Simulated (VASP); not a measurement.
# Fe (Im-3m) in VASP: further runs, part 2 of 3

VASP 6.6.1. Earlier steps stand in the parts before.

**3. Single point, PBEsol, collinear spin, ferromagnetic start**

INCAR

```
SYSTEM = Fe
ALGO = Normal
EDIFF = 1E-6
ENCUT = 600
GGA = PS
GGA_COMPAT = .FALSE.
ISIF = 2
ISMEAR = -1
ISPIN = 2
LASPH = .TRUE.
LCHARG = .FALSE.
LMAXMIX = 4
LORBIT = 11
LREAL = .FALSE.
LWAVE = .FALSE.
MAGMOM = 3.8
NBANDS = 18
NELM = 200
NUPDOWN = 3.8
PREC = Accurate
SIGMA = 0.05
```

KPOINTS

```
k-points
0
G
  11 11 11
  0 0 0
```

POSCAR

```
Fe
1.0
   -1.4430000000      1.4430000000      1.4430000000
    1.4430000000     -1.4430000000      1.4430000000
    1.4430000000      1.4430000000     -1.4430000000
Fe
1
Direct
    0.0000000000      0.0000000000      0.0000000000
```

Potentials or basis: VASP PAW PBE potentials, release 64 (Fe_sv).

Command:

```console
cat potpaw_PBE.64/Fe_sv/POTCAR > POTCAR
mpirun -np 1 vasp_std > vasp.out
```

OUTCAR:

```text
SYSTEM = Fe
   EDIFF = 1E-6
   ENCUT = 600
   GGA = PS
   ISIF = 2
   ISMEAR = -1
   ISPIN = 2
   LASPH = .TRUE.
   LORBIT = 11
   LREAL = .FALSE.
   NELM = 200
   NUPDOWN = 3.8
   PREC = Accurate

 ion  position               nearest neighbor table
   1  0.000  0.000  0.000-

  LATTYP: Found a body centered cubic cell.
 ALAT       =     2.8860000000

  Lattice vectors:

 A1 = (  -1.4430000000,   1.4430000000,   1.4430000000)
 A2 = (   1.4430000000,  -1.4430000000,   1.4430000000)
 A3 = (   1.4430000000,   1.4430000000,  -1.4430000000)

Analysis of symmetry for initial positions (statically):
=====================================================================
 Subroutine PRICEL returns:
 Original cell was already a primitive cell.

 Routine SETGRP: Setting up the symmetry group for a
 body centered cubic supercell.

 Subroutine GETGRP returns: Found 48 space group operations
 (whereof 48 operations were pure point group operations)
 out of a pool of 48 trial point group operations.

The static configuration has the point symmetry O_h .

Analysis of symmetry for dynamics (positions and initial velocities):
=====================================================================
 Subroutine PRICEL returns:
 Original cell was already a primitive cell.

 Routine SETGRP: Setting up the symmetry group for a
 body centered cubic supercell.

 Subroutine GETGRP returns: Found 48 space group operations
 (whereof 48 operations were pure point group operations)
 out of a pool of 48 trial point group operations.

The dynamic configuration has the point symmetry O_h .

Analysis of structural, dynamic, and magnetic symmetry:
=====================================================================
 Subroutine PRICEL returns:
 Original cell was already a primitive cell.

 Routine SETGRP: Setting up the symmetry group for a
 body centered cubic supercell.

 Subroutine GETGRP returns: Found 48 space group operations
 (whereof 48 operations were pure point group operations)
 out of a pool of 48 trial point group operations.

The overall configuration has the point symmetry O_h .

 Subroutine INISYM returns: Found 48 space group operations
 (whereof 48 operations are pure point group operations),
 and found     1 'primitive' translations

----------------------------------------------------------------------------------------

                                     Primitive cell

  volume of cell :      12.0187

  direct lattice vectors                    reciprocal lattice vectors
    -1.443000000  1.443000000  1.443000000     0.000000000  0.346500347  0.346500347
     1.443000000 -1.443000000  1.443000000     0.346500347  0.000000000  0.346500347
     1.443000000  1.443000000 -1.443000000     0.346500347  0.346500347  0.000000000

  length of vectors
     2.499349315  2.499349315  2.499349315     0.490025489  0.490025489  0.490025489

  position of ions in fractional coordinates (direct lattice)
     0.000000000  0.000000000  0.000000000

  ion indices of the primitive-cell ions
   primitive index   ion index
                 1           1

----------------------------------------------------------------------------------------

 KPOINTS: k-points
[... 29 lines left out ...]
  0.363636  0.000000  0.000000     12.000000
  0.454545  0.000000  0.000000     12.000000
[... 16 lines left out ...]
  0.272727  0.181818  0.090909     48.000000
  0.363636  0.181818  0.090909     24.000000
 [... further k-points ...]
   k-points           NKPTS =     56   k-points in BZ     NKDIM =     56   number of bands    NBANDS=     18
   number of dos      NEDOS =    301   number of ions     NIONS =      1
   total plane-waves  NPLWV =   8000
   dimension x,y,z NGX =    20 NGY =   20 NGZ =   20
   dimension x,y,z NGXF=    40 NGYF=   40 NGZF=   40
   ions per type =               1
   NGX,Y,Z   is equivalent  to a cutoff of  13.30, 13.30, 13.30 a.u.
   NGXF,Y,Z  is equivalent  to a cutoff of  26.61, 26.61, 26.61 a.u.
 SYSTEM =  Fe
   PREC   = accura    normal or accurate (medium, high low for compatibility)
   ISTART =      0    job   : 0-new  1-cont  2-samecut
   ICHARG =      2    charge: 1-file 2-atom 10-const
   ISPIN  =      2    spin polarized calculation?
   LNONCOLLINEAR =      F non collinear calculations
   LSORBIT =      F    spin-orbit coupling
   LASPH  =      T    aspherical Exc in radial PAW
   ENCUT  =  600.0 eV  44.10 Ry    6.64 a.u.   4.99  4.99  4.99*2*pi/ulx,y,z
   NELM   =    200;   NELMIN=  2; NELMDL= -5     # of ELM steps
   EDIFF  = 0.1E-05   stopping-criterion for ELM
   LREAL  =      F    real-space projection
   EDIFFG = 0.1E-04   stopping-criterion for IOM
   NSW    =      0    number of steps for IOM
   IBRION =     -1    ionic relax: 0-MD 1-quasi-New 2-CG
   NFREE  =      0    steps in history (QN), initial steepest desc. (CG)
   ISIF   =      2    stress and relaxation
   ISYM   =      2    0-nonsym 1-usesym 2-fastsym
   POTIM  = 0.5000    time-step for ionic-motion
   TEBEG  =    0.0;   TEEND  =   0.0 temperature during run
   PSTRESS=    0.0 pullay stress
   NELECT =      16.0000    total number of electrons
   NUPDOWN=       3.8000    fix difference up-down
   EMIN   =  10.00;   EMAX   =-10.00  energy-range for DOS
   EFERMI =   0.00;   METHOD = LEGACY
   ISMEAR =    -1;   SIGMA  =   0.05  broadening in eV -4-tet -1-fermi 0-gaus
   EFERMI_NEDOS =   21; number of points for ismear=-14 and -15
   IALGO  =     38    algorithm
   IMIX   =      4    mixing-type and parameters
     AMIX     =   0.40;   BMIX     =  1.00
     AMIX_MAG =   1.60;   BMIX_MAG =  1.00
  volume/ion in A,a.u.               =      12.02        81.11
  Fermi-wavevector in a.u.,A,eV,Ry     =   1.800923  3.403251 44.128101  3.243324
  Thomas-Fermi vector in A             =   2.861551
   LORBIT       =     11    0 simple, 1 ext, 2 COOP (PROOUT), +10 PAW based schemes
   GGA     = PS    functional components
   LHFCALC =     F    Hartree Fock is set to
   AEXX    =    0.0000 exact exchange contribution
   IVDW    =     0    specifies the selected vdW correction
   LEPSILON=     F    determine dielectric tensor
   LRPA    =     F    only Hartree local field effects (RPA)
 spin polarized calculation
  energy-cutoff  :      600.00
  volume of cell :       12.02
 maximum number of plane-waves:       414
   NGX =  9   NGY =  9   NGZ =  9

 number of electron      16.0000007 magnetization       3.8000002

 Free energy of the ion-electron system (eV)
  ---------------------------------------------------
  ext. energy  EPLUGINS =         0.00000000
  ---------------------------------------------------
  free energy    TOTEN  =        -7.51798000 eV

  energy without entropy =       -7.50733355  energy(sigma->0) =       -7.51265677

 E-fermi :  10.7425     XC(G=0): -13.5508

 val. band max:       15.3877676897   @ k =   0.2727   0.1818   0.1818
 cond. band min:      10.7595319944   @ k =   0.2727   0.0000   0.0000
 fundamental gap:     -4.6282356953
 Fermi energy:        15.5463204237

 spin component 1

 k-point     1 :       0.0000    0.0000    0.0000
  band No.  band energies     occupation
      1     -77.3602      1.00000
      2     -43.3050      1.00000
      3     -43.3050      1.00000
      4     -43.3050      1.00000
      5       2.3423      1.00000
      6       8.1399      1.00000
[... 493 lines left out ...]
     17      49.4579      0.00000
     18      49.7126      0.00000

 [... further k-points ...]

 spin component 2

 k-point     1 :       0.0000    0.0000    0.0000
  band No.  band energies     occupation
      1     -73.4484      1.00000
      2     -39.4584      1.00000
      3     -39.4584      1.00000
      4     -39.4584      1.00000
      5       3.5770      1.00000
      6      11.4818      0.00000
[... 493 lines left out ...]
     17      50.5340      0.00000
     18      51.3864      0.00000

 [... further k-points ...]
[... 5 lines left out ...]
  --------------------------------------------------------------------------------------
  -------------------------------------------------------------------------------------
  Total        2.1153334      2.1153334      2.1153334      0.0000000      0.0000000     -0.0000000
  in kB      281.9878741    281.9878741    281.9878741      0.0000000      0.0000000     -0.0000000
  external PRESSURE =     281.9878741 kB  Pullay stress =       0.0000000 kB

 VOLUME and BASIS-vectors are now :
 -----------------------------------------------------------------------------
  energy-cutoff  :      600.00
  volume of cell :       12.02
      direct lattice vectors                 reciprocal lattice vectors
    -1.443000000  1.443000000  1.443000000     0.000000000  0.346500347  0.346500347
     1.443000000 -1.443000000  1.443000000     0.346500347  0.000000000  0.346500347
     1.443000000  1.443000000 -1.443000000     0.346500347  0.346500347  0.000000000

 POSITION                                       TOTAL-FORCE (eV/Angst)
 -----------------------------------------------------------------------------------
      0.00000      0.00000      0.00000         0.000000     -0.000000     -0.000000
 -----------------------------------------------------------------------------------
    total drift:                                0.000000     -0.000000      0.000000

  FREE ENERGIE OF THE ION-ELECTRON SYSTEM (eV)
  ---------------------------------------------------
  free  energy   TOTEN  =        -7.5179799971 eV

  energy  without entropy=       -7.5073335478  energy(sigma->0) =       -7.51265677

 total charge

# of ion       s       p       d       tot
------------------------------------------
    1        2.200   6.057   5.394  13.651

 magnetization (x)

# of ion       s       p       d       tot
------------------------------------------
    1        0.025   0.054   3.248   3.326
```

stdout:

```text
POSCAR found type information on POSCAR Fe
 POSCAR found :  1 types and       1 ions
 scaLAPACK will be used
 -----------------------------------------------------------------------------
|                                                                             |
|                                                                             |
|     You enforced a specific xc type in the INCAR file but a different       |
|     I HOPE YOU KNOW WHAT YOU ARE DOING!                                     |
|                                                                             |
 -----------------------------------------------------------------------------

 LDA part: xc-table for (Slater+PW92), standard interpolation
 POSCAR, INCAR and KPOINTS ok, starting setup
 FFT: planning ... GRIDC
 FFT: planning ... GRID_SOFT
 FFT: planning ... GRID
 WAVECAR not read
 entering main loop
```

Run time: 21 s. Hardware: 1 thread of Intel Xeon Platinum 8259CL at 2.50GHz (Skylake/Cascade Lake), shared host; peak memory 0.14 GiB.

Results:

```
Free energy                                           : -7.5180 eV
Pressure                                              : 28.2 GPa
Net moment                                            : 3.80 μB per cell
Site moments                                          : Fe +3.33 μB
Valence electrons inside the program's atomic spheres : Fe 13.65
```

Caveat: the PAW data sets were made with another functional, which shifts forces and pressure a little; the total moment is fixed, so each spin has its own Fermi level.

**4. Single point, PBE+D4, collinear spin, ferromagnetic start**

This run uses another cell than the first one, of 11.04 Å³/atom, 0.919 times its volume.

INCAR

```
PREC = Accurate
ENCUT = 520
EDIFF = 1E-6
ISMEAR = -1
SIGMA = 0.05
LREAL = F
LASPH = T
NELM = 150
ALGO = Fast
ISIF = 2
LWAVE = F
LCHARG = F
ISPIN = 2
MAGMOM = 3
LORBIT = 11
LMAXMIX = 4
GGA = PE
IVDW = 13
NBANDS = 14
```

KPOINTS

```
Automatic mesh
0
Gamma
  13 13 13
```

POSCAR

```
Fe
1.0
   -1.4029048097      1.4029048097      1.4029048097
    1.4029048097     -1.4029048097      1.4029048097
    1.4029048097      1.4029048097     -1.4029048097
Fe
1
Direct
    0.0000000000      0.0000000000      0.0000000000
```

Potentials or basis: VASP PAW PBE potentials, release 64 (Fe).

Command:

```console
cat potpaw_PBE.64/Fe/POTCAR > POTCAR
mpirun -np 1 vasp_std > vasp.out
```

OUTCAR:

```text
PREC = Accurate
   ENCUT = 520
   EDIFF = 1E-6
   ISMEAR = -1
   LREAL = F
   LASPH = T
   NELM = 150
   ISIF = 2
   ISPIN = 2
   LORBIT = 11
   GGA = PE
   IVDW = 13

 ion  position               nearest neighbor table
   1  0.000  0.000  0.000-

  LATTYP: Found a body centered cubic cell.
 ALAT       =     2.8058096194

  Lattice vectors:

 A1 = (  -1.4029048097,   1.4029048097,   1.4029048097)
 A2 = (   1.4029048097,  -1.4029048097,   1.4029048097)
 A3 = (   1.4029048097,   1.4029048097,  -1.4029048097)
[... 1027 lines left out ...]
  --------------------------------------------------------------------------------------
  -------------------------------------------------------------------------------------
  Total      -0.01677    -0.01677    -0.01677     0.00000     0.00000     0.00000
  in kB      -2.43317    -2.43317    -2.43317     0.00000     0.00000     0.00000
  external pressure =       -2.43 kB  Pullay stress =        0.00 kB

 VOLUME and BASIS-vectors are now :
 -----------------------------------------------------------------------------
  energy-cutoff  :      520.00
  volume of cell :       11.04
      direct lattice vectors                 reciprocal lattice vectors
    -1.402904810  1.402904810  1.402904810     0.000000000  0.356403369  0.356403369
     1.402904810 -1.402904810  1.402904810     0.356403369  0.000000000  0.356403369
     1.402904810  1.402904810 -1.402904810     0.356403369  0.356403369  0.000000000

 POSITION                                       TOTAL-FORCE (eV/Angst)
 -----------------------------------------------------------------------------------
      0.00000      0.00000      0.00000        -0.000000      0.000000     -0.000000
 -----------------------------------------------------------------------------------
    total drift:                                0.000000      0.000000      0.000000

  FREE ENERGIE OF THE ION-ELECTRON SYSTEM (eV)
  ---------------------------------------------------
  free  energy   TOTEN  =        -8.6035469498 eV

  energy  without entropy=       -8.5950437937  energy(sigma->0) =       -8.59929537

 total charge

# of ion       s       p       d       tot
------------------------------------------
    1        0.500   0.566   6.262   7.328

 magnetization (x)

# of ion       s       p       d       tot
------------------------------------------
    1       -0.013  -0.057   2.161   2.091
```

stdout:

```text
POSCAR found type information on POSCAR Fe
 POSCAR found :  1 types and       1 ions
 scaLAPACK will be used
 LDA part: xc-table for (Slater+PW92), standard interpolation
 POSCAR, INCAR and KPOINTS ok, starting setup
 FFT: planning ... GRIDC
 FFT: planning ... GRID_SOFT
 FFT: planning ... GRID
 WAVECAR not read
 entering main loop
```

Run time: 18 s. Hardware: 1 thread of Intel Xeon Platinum 8375C at 2.90GHz (Ice Lake), shared host; peak memory 0.14 GiB.

What came out:

```
Free energy                                           : -8.6035 eV
Pressure                                              : -0.2 GPa
Net moment                                            : 2.10 μB per cell
Site moments                                          : Fe +2.09 μB
Valence electrons inside the program's atomic spheres : Fe 7.33
Dispersion energy per atom                            : -0.363 eV
```

Levels at points of the mesh, in eV from the Fermi level:
Spin up:
```tsv
k point	band 1	band 2	band 3	band 4	band 5	band 6	band 7	band 8	band 9	band 10
(0.00, 0.00, 0.00)	-8.63	-2.36	-2.36	-2.36	-1.11	-1.11	25.27	25.27	25.27	30.53
```
Spin down:
| k point | band 1 | band 2 | band 3 | band 4 | band 5 | band 6 | band 7 |
| --- | --- | --- | --- | --- | --- | --- | --- |
| (0.00, 0.00, 0.00) | -8.46 | -0.56 | -0.56 | -0.56 | 1.58 | 1.58 | 25.03 |

Caveat: pairwise dispersion overbinds metals, which lowers pressure and volume.

(Part 2 of 3 ends here.)
